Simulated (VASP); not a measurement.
# Sn (Pm-3m) in VASP: settings compared, part 2 of 2

VASP 6.6.1. The steps go on from the part before.

## 3. Single point, PBEsol

The input, INCAR:

```
PREC = Accurate
ENCUT = 520
EDIFF = 1E-6
ISMEAR = 0
SIGMA = 0.01
LREAL = F
LASPH = T
NELM = 60
ALGO = Normal
ISIF = 2
LWAVE = F
LCHARG = F
GGA = PS
NBANDS = 13
```

The input, KPOINTS:

```
Automatic mesh
0
Gamma
  14 14 14
```

The input, POSCAR:

```
Sn
1.0
    2.8732359313      0.0000000000      0.0000000000
    0.0000000000      2.8732359313      0.0000000000
    0.0000000000      0.0000000000      2.8732359313
Sn
1
Direct
    0.0000000000      0.0000000000      0.0000000000
```

Potentials or basis: VASP PAW PBE potentials, release 64 (Sn_d).

On the command line:

```
cat potpaw_PBE.64/Sn_d/POTCAR > POTCAR
mpirun -np 1 vasp_std > vasp.out
```

Run time: 13 s. Hardware: 1 thread of Intel Xeon Platinum 8488C (Sapphire Rapids), shared host; peak memory 0.16 GiB.

Results (log left out):

```yaml
Free_energy: -4.0774 eV
Pressure: 12.9 GPa
Band_gap_on_the_k_mesh: zero (band 7 reaches 15.59 eV, above the bottom of band 8 at 6.73 eV)
```

Levels at points of the mesh, in eV from the Fermi level:
```
           k point  band 4  band 5  band 6  band 7  band 8  band 9  band 10  band 11
(0.00, 0.00, 0.00)  -21.22  -21.22  -12.30    6.05    6.05    6.05     9.51     9.51
(0.50, 0.00, 0.00)  -21.39  -21.20   -8.36   -5.81    9.40    9.40    12.24    12.35
(0.50, 0.50, 0.00)  -21.38  -21.01   -4.12   -2.81   -2.81    2.46    13.35    14.98
(0.50, 0.50, 0.50)  -21.00  -21.00    0.12    0.12    0.12    0.99     6.03     6.03
```

Caveat: the PAW data sets were made with another functional, which shifts forces and pressure a little; spin-orbit coupling is left out, which moves the levels of the heavy elements.

## 4. Single point, PBEsol+D4

This run uses another cell than the first one, of 18.14 Å³/atom, 0.765 times its volume.

The input, INCAR:

```
SYSTEM = Sn
  ALGO = Normal
  EDIFF = 1E-6
  ENCUT = 500
  GGA = PS
  GGA_COMPAT = .FALSE.
  ISIF = 2
  ISMEAR = -1
  IVDW = 13
  LASPH = .TRUE.
  LCHARG = .TRUE.
  LELF = .TRUE.
  LREAL = .FALSE.
  LVHAR = .TRUE.
  LWAVE = .FALSE.
  NBANDS = 13
  NELM = 120
  PREC = Accurate
  SIGMA = 0.1
```

The input, KPOINTS:

```
k-points
0
G
  14 14 14
  0 0 0
```

The input, POSCAR:

```
Sn
1.0
    2.6274599156      0.0000000000      0.0000000000
    0.0000000000      2.6274599156      0.0000000000
    0.0000000000      0.0000000000      2.6274599156
Sn
1
Direct
    0.0000000000      0.0000000000      0.0000000000
```

Potentials or basis: VASP PAW PBE potentials, release 64 (Sn_d).

On the command line:

```
cat potpaw_PBE.64/Sn_d/POTCAR > POTCAR
mpirun -np 1 vasp_std > vasp.out
```

OUTCAR:

```text
SYSTEM = Sn
   EDIFF = 1E-6
   ENCUT = 500
   GGA = PS
   ISIF = 2
   ISMEAR = -1
   IVDW = 13
   LASPH = .TRUE.
   LREAL = .FALSE.
   NELM = 120
   PREC = Accurate

 ion  position               nearest neighbor table
   1  0.000  0.000  0.000-

  LATTYP: Found a simple cubic cell.
 ALAT       =     2.6274599156

  Lattice vectors:

 A1 = (   2.6274599156,   0.0000000000,   0.0000000000)
 A2 = (   0.0000000000,   2.6274599156,   0.0000000000)
 A3 = (   0.0000000000,   0.0000000000,   2.6274599156)

[... 564 lines left out ...]

------------------------ aborting loop because EDIFF is reached ----------------------------------------

  DFT-D4 for vdW energy calculation

  Edisp (eV):   -0.36161

  FORCE on cell =-STRESS in cart. coord.  units (eV):
  Direction    XX          YY          ZZ          XY          YZ          ZX
  --------------------------------------------------------------------------------------
  -------------------------------------------------------------------------------------
  Total       7.20876     7.20876     7.20876    -0.00000     0.00000     0.00000
  in kB     636.74132   636.74132   636.74132    -0.00000     0.00000     0.00000
  external pressure =      636.74 kB  Pullay stress =        0.00 kB

 VOLUME and BASIS-vectors are now :
 -----------------------------------------------------------------------------
  energy-cutoff  :      500.00
  volume of cell :       18.14
      direct lattice vectors                 reciprocal lattice vectors
     2.627459916  0.000000000  0.000000000     0.380595721  0.000000000  0.000000000
     0.000000000  2.627459916  0.000000000     0.000000000  0.380595721  0.000000000
     0.000000000  0.000000000  2.627459916     0.000000000  0.000000000  0.380595721

 POSITION                                       TOTAL-FORCE (eV/Angst)
 -----------------------------------------------------------------------------------
      0.00000      0.00000      0.00000         0.000000      0.000000      0.000000
 -----------------------------------------------------------------------------------
    total drift:                                0.000000      0.000000      0.000000

  FREE ENERGIE OF THE ION-ELECTRON SYSTEM (eV)
  ---------------------------------------------------
  free  energy   TOTEN  =        -3.2504726902 eV

  energy  without entropy=       -3.2385191098  energy(sigma->0) =       -3.24449590
```

It took 9.3 s on 1 thread of Intel Xeon 6975P-C (Granite Rapids), shared host; peak memory 0.14 GiB.

Results:

```yaml
Free_energy: -3.2505 eV
Pressure: 63.7 GPa
Band_gap_on_the_k_mesh: zero (band 7 reaches 20.93 eV, above the bottom of band 8 at 10.57 eV)
Dispersion_energy_per_atom: -0.362 eV
```

Caveat: the PAW data sets were made with another functional, which shifts forces and pressure a little; spin-orbit coupling is left out, which moves the levels of the heavy elements; pairwise dispersion overbinds metals, which lowers pressure and volume.

## 5. Summary

| level | cell | cutoff (eV) | smearing | gap on the mesh (eV) | pressure (GPa) |
| --- | --- | --- | --- | --- | --- |
| PBEsol | a = 2.873 Å, 1 atom | 520 | fermi-dirac 0.1 eV | none | 13.1 |
| PBEsol | a = 2.873 Å, 1 atom | 520 | gaussian 0.01 eV | none | 12.9 |
| PBEsol+D4 | a = 2.627 Å, 1 atom | 500 | fermi-dirac 0.1 eV | none | 63.7 |

Alike in all rows: task single point; potentials or basis VASP PAW PBE potentials, release 64 (Sn_d); no spin polarisation; k mesh 14 × 14 × 14.

Caveats: the PAW data sets were made with another functional, which shifts forces and pressure a little; spin-orbit coupling is left out, which moves the levels of the heavy elements; pairwise dispersion overbinds metals, which lowers pressure and volume (some runs).

Total energies depend on the potentials used, so only differences within one code and one set of settings carry meaning.
